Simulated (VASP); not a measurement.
Wanted: the native input for a VASP 6.6.1 run.

* Task: single point
* Functional: HSE06
* Potentials or basis: VASP PAW PBE potentials, release 64 (Si, C)
* Cutoff: 520 eV
* k mesh: 6 × 6 × 4
* Occupations: fermi-dirac, width 0.02 eV
* Spin: no spin polarisation
* Dipole correction: no
* Grid for exact exchange (PRECFOCK): Normal
* Further INCAR settings: ALGO = Normal; EDIFF = 1e-06; NBANDS = 16
* Screening parameter: 0.2079 1/Å

Crystal: SiC.

```
Si C
1.0
     3.07129    0.00000    0.00000
    -1.53565    2.65982    0.00000
     0.00000    0.00000    5.03551
Si C
2 2
Cartesian
  0.0000 1.7732 2.5150
  1.5356 0.8866 5.0328
  0.0000 1.7732 4.4088
  1.5356 0.8866 1.8911
```

These files were run (other wordings do the same):

POSCAR

```
SiC
1.0
    3.0712947433      0.0000000000      0.0000000000
   -1.5356473717      2.6598192702      0.0000000000
    0.0000000000      0.0000000000      5.0355095061
Si C
2 2
Direct
    0.3333333333      0.6666666667      0.4994541651
    0.6666666667      0.3333333333      0.9994541651
    0.3333333333      0.6666666667      0.8755458349
    0.6666666667      0.3333333333      0.3755458349
```

INCAR.step1

```
SYSTEM = SiC
PREC     = Accurate       ! precision mode
ENCUT    = 520            ! plane-wave cutoff, eV
EDIFF    = 1E-5           ! SCF threshold, eV
ISMEAR   = -1             ! smearing method
SIGMA    = 0.02           ! smearing width, eV
LREAL    = .FALSE.        ! projectors in reciprocal space
LASPH    = .TRUE.         ! aspherical terms in the spheres
NELM     = 100            ! most SCF steps
ALGO     = Normal         ! electronic algorithm
ISIF     = 2              ! what is computed and relaxed
LWAVE    = .TRUE.         ! write WAVECAR
GGA      = PE             ! functional
NBANDS   = 16             ! bands
```

INCAR.step2

```
SYSTEM = SiC
PREC     = Accurate       ! precision mode
ENCUT    = 520            ! plane-wave cutoff, eV
EDIFF    = 1E-6           ! SCF threshold, eV
ISMEAR   = -1             ! smearing method
SIGMA    = 0.02           ! smearing width, eV
LREAL    = .FALSE.        ! projectors in reciprocal space
LASPH    = .TRUE.         ! aspherical terms in the spheres
NELM     = 100            ! most SCF steps
ALGO     = Normal         ! electronic algorithm
ISIF     = 2              ! what is computed and relaxed
LWAVE    = .FALSE.        ! write WAVECAR
LCHARG   = .TRUE.         ! write CHGCAR
GGA      = PE             ! functional
LHFCALC  = .TRUE.         ! exact exchange
HFSCREEN = 0.2079         ! screening, 1/A
PRECFOCK = Normal       
LELF     = .TRUE.         ! ELF
LVHAR    = .TRUE.       
ISTART   = 1            
NBANDS   = 16             ! bands
```

KPOINTS

```
regular mesh
0
G
  6 6 4
  0 0 0
```

Potentials or basis: VASP PAW PBE potentials, release 64 (Si, C).

Run with:

```bash
$ cat potpaw_PBE.64/Si/POTCAR potpaw_PBE.64/C/POTCAR > POTCAR
$ cp INCAR.step1 INCAR
$ mpirun -np 1 vasp_std > vasp.out
$ cp INCAR.step2 INCAR
$ mpirun -np 1 vasp_std > vasp.out
```

Results of the run:

The pressure is -0.4 GPa and the band gap on the k mesh is 3.17 eV, indirect (least direct gap 5.07 eV).

Caveat: the PAW data sets were made with another functional, which shifts forces and pressure a little.

Run time: 12 min on 1 thread of Intel(R) Xeon(R) 6975P-C (Granite Rapids), on a shared host, peak memory 0.26 GiB.
